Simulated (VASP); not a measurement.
# ZrB2 (P6/mmm) in VASP: further runs

The runs below take ZrB2 through vibrations by perturbation theory, single point, with LDA, LDA+U.

Everything below comes from runs of VASP 6.6.1. Logs are shortened: lines on timing, memory, paths and dates and some standing lists are left out, and cuts for length are marked.

## Step 1: The cell of the first run

The structure is hexagonal, space group P6/mmm (No. 191). The conventional cell has a = 3.170 Å, b = 3.170 Å, c = 3.533 Å, α = 90.00°, β = 90.00°, γ = 120.00°. Zr (site symmetry 6/mmm) has 12 B at 2.54 Å and 8 Zr at 3.17 to 3.53 Å within 3.6 Å. B (site symmetry -6m2) has 3 B at 1.83 Å within 2.4 Å.

## Step 2: Vibrations by perturbation theory, LDA

INCAR

```
PREC = Accurate
ENCUT = 520
EDIFF = 1E-8
ISMEAR = -1
SIGMA = 0.05
LREAL = F
LASPH = T
NELM = 60
ALGO = Normal
ISIF = 2
LWAVE = F
LCHARG = F
NBANDS = 16
IBRION = 8
NSW = 1
```

KPOINTS

```
Automatic mesh
0
Gamma
  7 7 6
```

POSCAR

```
ZrB2
1.0
    3.1700000000      0.0000000000      0.0000000000
   -1.5850000000      2.7453005300      0.0000000000
    0.0000000000      0.0000000000      3.5330000000
Zr B
1 2
Direct
    0.0000000000      0.0000000000      0.0000000000
    0.6666666667      0.3333333333      0.5000000000
    0.3333333333      0.6666666667      0.5000000000
```

Potentials or basis: VASP PAW LDA potentials, release 64 (Zr_sv, B).

Started as:

```bash
$ cat potpaw_LDA.64/Zr_sv/POTCAR potpaw_LDA.64/B/POTCAR > POTCAR
$ mpirun -np 1 vasp_std > vasp.out
```

OUTCAR:

```text
PREC = Accurate
   ENCUT = 520
   EDIFF = 1E-8
   ISMEAR = -1
   LREAL = F
   LASPH = T
   NELM = 60
   ISIF = 2
   IBRION = 8
   NSW = 1

 ion  position               nearest neighbor table
   1  0.000  0.000  0.000-   2 2.54   3 2.54   2 2.54   3 2.54   2 2.54   2 2.54   3 2.54   3 2.54
                             2 2.54   2 2.54   3 2.54   3 2.54
   2  0.667  0.333  0.500-   3 1.83   3 1.83   3 1.83   1 2.54   1 2.54   1 2.54   1 2.54   1 2.54
                             1 2.54
   3  0.333  0.667  0.500-   2 1.83   2 1.83   2 1.83   1 2.54   1 2.54   1 2.54   1 2.54   1 2.54
                             1 2.54

  LATTYP: Found a hexagonal cell.
 ALAT       =     3.1700000000
 C/A-ratio  =     1.1145110410

  Lattice vectors:

 A1 = (   3.1700000000,   0.0000000000,   0.0000000000)
 A2 = (  -1.5850000000,   2.7453005300,   0.0000000000)
 A3 = (   0.0000000000,   0.0000000000,   3.5330000000)

Analysis of symmetry for initial positions (statically):
=====================================================================
 Subroutine PRICEL returns:
 Original cell was already a primitive cell.

 Routine SETGRP: Setting up the symmetry group for a
 hexagonal supercell.

 Subroutine GETGRP returns: Found 24 space group operations
 (whereof 24 operations were pure point group operations)
 out of a pool of 24 trial point group operations.

The static configuration has the point symmetry D_6h.

Analysis of symmetry for dynamics (positions and initial velocities):
=====================================================================
 Subroutine PRICEL returns:
 Original cell was already a primitive cell.

 Routine SETGRP: Setting up the symmetry group for a
 hexagonal supercell.

 Subroutine GETGRP returns: Found 24 space group operations
 (whereof 24 operations were pure point group operations)
 out of a pool of 24 trial point group operations.

The dynamic configuration has the point symmetry D_6h.

 Subroutine INISYM returns: Found 24 space group operations
 (whereof 24 operations are pure point group operations),
 and found     1 'primitive' translations

----------------------------------------------------------------------------------------

                                     Primitive cell

  volume of cell :      30.7463

  direct lattice vectors                    reciprocal lattice vectors
     3.170000000  0.000000000  0.000000000     0.315457413  0.182129422  0.000000000
    -1.585000000  2.745300530  0.000000000     0.000000000  0.364258845  0.000000000
     0.000000000  0.000000000  3.533000000     0.000000000  0.000000000  0.283045570

  length of vectors
     3.170000000  3.170000000  3.533000000     0.364258845  0.364258845  0.283045570

  position of ions in fractional coordinates (direct lattice)
     0.000000000  0.000000000  0.000000000
     0.666666667  0.333333333  0.500000000
     0.333333333  0.666666667  0.500000000

  ion indices of the primitive-cell ions
   primitive index   ion index
                 1           1
                 2           2
                 3           3

----------------------------------------------------------------------------------------

 KPOINTS: Automatic mesh

Automatic generation of k-mesh.
 Grid dimensions read from file:
 generate k-points for:    7    7    6

 Generating k-lattice:

[... 100 lines left out ...]

 number of electron      18.0000000 magnetization

 Free energy of the ion-electron system (eV)
  ---------------------------------------------------
  ext. energy  EPLUGINS =         0.00000000
  ---------------------------------------------------
  free energy    TOTEN  =       -27.44953268 eV

  energy without entropy =      -27.44659622  energy(sigma->0) =      -27.44806445

 E-fermi :  10.2639     XC(G=0): -12.5870

 val. band max:       10.0904133305   @ k =   0.1429   0.0000   0.3333
 cond. band min:      10.2721730741   @ k =   0.4286   0.1429   0.0000
 fundamental gap:      0.1817597437
 Fermi energy:        10.2639118515

 k-point     1 :       0.0000    0.0000    0.0000
  band No.  band energies     occupation
      1     -37.8819      2.00000
      2     -16.2285      2.00000
      3     -15.6593      2.00000
      4     -15.6593      2.00000
      5      -2.1034      2.00000
      6       7.8349      2.00000
[... 433 lines left out ...]
      3     -16.2571      2.00000
      4     -16.1436      2.00000
      5       1.4230      2.00000
      6       2.7620      2.00000
[... 8 lines left out ...]
     15      18.8001      0.00000
     16      20.2139      0.00000

 [... further k-points ...]

------------------------ aborting loop because EDIFF is reached ----------------------------------------

  FORCE on cell =-STRESS in cart. coord.  units (eV):
  Direction    XX          YY          ZZ          XY          YZ          ZX
  --------------------------------------------------------------------------------------
  -------------------------------------------------------------------------------------
  Total       -1.6035752     -1.6035752     -1.5860152      0.0000000      0.0000000     -0.0000000
  in kB      -83.5616703    -83.5616703    -82.6466253      0.0000000      0.0000000     -0.0000000
  external PRESSURE =     -83.2566553 kB  Pullay stress =       0.0000000 kB

 VOLUME and BASIS-vectors are now :
 -----------------------------------------------------------------------------
  energy-cutoff  :      520.00
  volume of cell :       30.75
      direct lattice vectors                 reciprocal lattice vectors
     3.170000000  0.000000000  0.000000000     0.315457413  0.182129422  0.000000000
    -1.585000000  2.745300530  0.000000000     0.000000000  0.364258845  0.000000000
     0.000000000  0.000000000  3.533000000     0.000000000  0.000000000  0.283045570

 POSITION                                       TOTAL-FORCE (eV/Angst)
 -----------------------------------------------------------------------------------
      0.00000      0.00000      0.00000         0.000000      0.000000      0.000000
      1.58500      0.91510      1.76650         0.000000     -0.000000      0.000000
     -0.00000      1.83020      1.76650        -0.000000      0.000000      0.000000
 -----------------------------------------------------------------------------------
    total drift:                               -0.000000      0.000000     -0.000000

  FREE ENERGIE OF THE ION-ELECTRON SYSTEM (eV)
  ---------------------------------------------------
  free  energy   TOTEN  =       -27.4495326828 eV

  energy  without entropy=      -27.4465962245  energy(sigma->0) =      -27.44806445

[... ionic steps 2 to 3 ...]

--------------------------------------- Ionic step        4  -------------------------------------------

------------------------ aborting loop because EDIFF is reached ----------------------------------------
[... 11 lines left out ...]
[... ionic steps 8 to 8 ...]

--------------------------------------- Ionic step        9  -------------------------------------------

 Free energy of the ion-electron system (eV)
  ---------------------------------------------------
  ---------------------------------------------------
  free energy    TOTEN  =        -0.04514685 eV

  energy without entropy =       -0.04514685

------------------------ aborting loop because EDIFF is reached ----------------------------------------

 INTERNAL STRAIN TENSOR  FOR ION    2  DIRECTION 3   (eV/Angst):
 -----------------------------------------------------------------------------
    -0.00911 -0.00000 -0.00000
     0.00000 -0.00911  0.00000
     0.00000 -0.00000  0.01437

 INTERNAL STRAIN TENSOR FOR ION    3 for displacements in x,y,z  (eV/Angst):
          X           Y           Z          XY          YZ          ZX
  --------------------------------------------------------------------------------
  x     0.00000    -0.00000     0.00000     3.18006     0.00000     0.00000
  y     3.18006    -3.18006     0.00000    -0.00000     0.00000     0.00000
  z     0.00000     0.00000     0.00000     0.00000    -0.00000     0.00000

 SECOND DERIVATIVES (NOT SYMMETRIZED)
 ------------------------------------
               1X          1Y          1Z          2X          2Y          2Z          3X          3Y          3Z
  1X   -12.679511    0.000000    0.000000    6.339756    0.000000    0.000000    6.339756    0.000000    0.000000
  1Y     0.000000  -12.679511    0.000000    0.000000    6.339756    0.000000    0.000000    6.339756    0.000000
  1Z     0.000000   -0.000000  -13.172988    0.000000    0.000000    6.586494    0.000000    0.000000    6.586494
  2X     6.329006    0.000000    0.000000  -13.976113   -0.000000    0.000000    7.647107    0.000000    0.000000
  2Y     0.000000    6.329006    0.000000    0.000000  -13.976113    0.000000    0.000000    7.647107    0.000000
  2Z     0.000000   -0.000000    6.583558    0.000000    0.000000   -9.058574    0.000000    0.000000    2.475016
  3X     6.329006    0.000000    0.000000    7.647107    0.000000    0.000000  -13.976113   -0.000000    0.000000
  3Y     0.000000    6.329006    0.000000    0.000000    7.647107    0.000000    0.000000  -13.976113    0.000000
  3Z     0.000000   -0.000000    6.583558    0.000000    0.000000    2.475016    0.000000    0.000000   -9.058574

 Eigenvectors and eigenvalues of the dynamical matrix
 ----------------------------------------------------

   1 f  =   22.109452 THz   138.917784 2PiTHz  737.491936 cm-1    91.437305 meV
             X         Y         Z           dx          dy          dz
      0.000000  0.000000  0.000000    -0.000000   -0.000000    0.000000
      1.585000  0.915100  1.766500    -0.000017    0.707107    0.000000
     -0.000000  1.830200  1.766500     0.000017   -0.707107   -0.000000
[... 43 lines left out ...]
   9 f/i=    0.004446 THz     0.027934 2PiTHz    0.148294 cm-1     0.018386 meV
             X         Y         Z           dx          dy          dz
      0.000000  0.000000  0.000000    -0.891526    0.115377    0.000000
      1.585000  0.915100  1.766500    -0.307172    0.039753    0.000000
     -0.000000  1.830200  1.766500    -0.307172    0.039753    0.000000

--------------------------------------------------------------------------------------------------------

 ELASTIC MODULI CONTR FROM IONIC RELAXATION (kBar)
 Direction    XX          YY          ZZ          XY          YZ          ZX
 --------------------------------------------------------------------------------
 XX         -48.7414     48.7414     -0.0000     -0.0000     -0.0000      0.0000
 YY          48.7414    -48.7414      0.0000      0.0000      0.0000      0.0000
 ZZ          -0.0000      0.0000     -0.0000     -0.0000     -0.0000      0.0000
 XY          -0.0000      0.0000     -0.0000    -48.7414     -0.0000      0.0000
 YZ          -0.0000      0.0000     -0.0000     -0.0000     -0.0000      0.0000
 ZX           0.0000      0.0000      0.0000      0.0000      0.0000      0.0000
 --------------------------------------------------------------------------------
```

It took 2.3 min on 1 thread of Intel Xeon Platinum 8375C at 2.90GHz (Ice Lake), shared host; peak memory 0.24 GiB.

What came out:

| Quantity | Value |
| --- | --- |
| Highest phonon frequency at Γ | 737 cm⁻¹ |

Phonon frequencies in cm⁻¹ (negative: imaginary):
```
              q point                    frequencies
(0.000, 0.000, 0.000)  0 0 0 444 444 453 539 737 737
```

Caveat: the cell stands under pressure or tension, which shifts response properties.

## Step 3: Single point, LDA+U, non-collinear spin, zero start, spin-orbit coupling

This run uses another cell than the first one, of 11.79 Å³/atom.

INCAR

```
SYSTEM = ZrB2
  PREC = Accurate
  ENCUT = 520
  EDIFF = 1E-6
  ISMEAR = -5
  SIGMA = 0.05
  LREAL = .False.
  LASPH = .True.
  NELM = 150
  ALGO = Normal
  ISIF = 2
  LWAVE = .False.
  LCHARG = .False.
  MAGMOM = 0 0 0 0 0 0 0 0 0
  LORBIT = 11
  LSORBIT = .True.
  GGA_COMPAT = .False.
  LORBMOM = .True.
  LMAXMIX = 4
  LDAU = .True.
  LDAUTYPE = 2
  LDAUL = 2 -1
  LDAUU = 2 0
  LDAUJ = 0 0
  LDAUPRINT = 1
  GGA = CA
  NBANDS = 31
```

KPOINTS

```
Automatic mesh
0
Gamma
  10 10 8
  0 0 0
```

POSCAR

```
ZrB2
1.0
    3.3211758836      0.0000000000      0.0000000000
   -1.6605879418      2.8762226856      0.0000000000
    0.0000000000      0.0000000000      3.7014871914
Zr B
1 2
Direct
    0.0000000000      0.0000000000      0.0000000000
    0.6666666667      0.3333333333      0.5000000000
    0.3333333333      0.6666666667      0.5000000000
```

Potentials or basis: VASP PAW LDA potentials, release 64 (Zr_sv, B).

Started as:

```bash
$ cat potpaw_LDA.64/Zr_sv/POTCAR potpaw_LDA.64/B/POTCAR > POTCAR
$ mpirun -np 1 vasp_ncl > vasp.out
```

It took 2.7 min on 1 thread of Intel Xeon Platinum 8259CL at 2.50GHz (Skylake/Cascade Lake), shared host; peak memory 0.28 GiB.

Results (log left out):

```yaml
Free_energy: -25.5379 eV
Pressure: -29.2 GPa
Net_moment: 0.00 μB per cell
Valence_electrons_inside_the_program's_atomic_spheres: Zr 9.71; B 1.76
```

Stress tensor (GPa, compression positive):
```
-30.70   0.00   0.00
  0.00 -30.70   0.00
  0.00   0.00 -26.14
```

Moments on the atoms (μB; x, y, z):
```
Zr  0.00 0.00 0.00
B   0.00 0.00 0.00
B   0.00 0.00 0.00
```

Caveat: the cell stands under tension; the U is typed as a test and isn't derived for this compound. The state reached can hang on the start; a lower one may exist.
